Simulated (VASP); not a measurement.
## GeH2W8C8: single point with PBE+D3(BJ)

GeH2W8C8, a slab with vacuum:

```
CELL_PARAMETERS angstrom
5.79580 0.00000 0.00000
-2.89790 5.01931 0.00000
0.00000 0.00000 18.24335
ATOMIC_POSITIONS crystal
W 0.00000 0.00000 0.05481
W 0.94559 0.95667 0.17558
W 0.00000 0.50001 0.05481
W 0.00648 0.49624 0.20891
W 0.50000 0.00000 0.05481
W 0.47960 0.97281 0.20247
W 0.50001 0.50001 0.05481
W 0.53338 0.52541 0.18831
C 0.32570 0.15580 0.12004
C 0.04144 0.29269 0.42570
C 0.33310 0.67796 0.11915
C 0.35460 0.62297 0.27501
C 0.80715 0.15915 0.12045
C 0.92807 0.34985 0.35111
C 0.82950 0.60554 0.12274
C 0.83481 0.66611 0.26115
Ge 0.37240 0.35616 0.36206
H 0.11935 0.54561 0.41910
H 0.79894 0.43113 0.68473
```

```json
{"Program": "VASP 6.6.1", "Task": "single point", "Functional": "PBE", "Dispersion": "D3(BJ)", "Potentials or basis": "VASP PAW PBE potentials, release 64 (W_sv, C, Ge_d, H)", "Cutoff": "520 eV", "k mesh": "3 × 3 × 1", "Occupations": "fermi-dirac, width 0.1 eV", "Spin": "no spin polarisation"}
```

```yaml
Largest_force: 11.445 eV/Å
Band_gap_on_the_k_mesh: zero (bands 80 and 81 overlap by 0.12 eV)
Dispersion_energy_per_atom: -0.261 eV
```

Forces on the atoms (eV/Å):
```
W    0.287  0.208 -9.875
W    3.150  2.550 10.704
W    2.089 -1.017 -4.630
W   -0.256 -1.520  2.247
W   -1.222 -0.006 -4.648
W   -0.038  0.814  1.785
W   -0.091 -0.237 -5.522
W   -3.454 -5.896  7.619
C    0.965  0.391  2.011
C   -3.679  2.807 -5.683
C   -0.319 -0.835  1.715
C   -0.854  0.816 -0.243
C   -0.052  1.873  1.413
C    3.158 -1.530  3.990
C   -0.430  1.749 -0.661
C    0.529  0.642  0.740
Ge  -0.070  0.856 -1.243
H    0.289 -1.665  0.278
H    0.000  0.000  0.003
```

Levels at points of the mesh, in eV from the Fermi level:
| k point | band 76 | band 77 | band 78 | band 79 | band 80 | band 81 | band 82 | band 83 | band 84 | band 85 |
| --- | --- | --- | --- | --- | --- | --- | --- | --- | --- | --- |
| (0.00, 0.00, 0.00) | -0.42 | -0.35 | -0.07 | 0.02 | 0.10 | 0.12 | 0.38 | 0.51 | 1.00 | 1.29 |

Run time: 7.1 min on 1 thread of AMD EPYC 9R45 96-Core Processor (Zen 5) (shared host), peak memory 0.74 GiB.

Caveat: the k points lie up to 0.42 Å⁻¹ apart; spin-orbit coupling is left out, which moves the levels of the heavy elements.
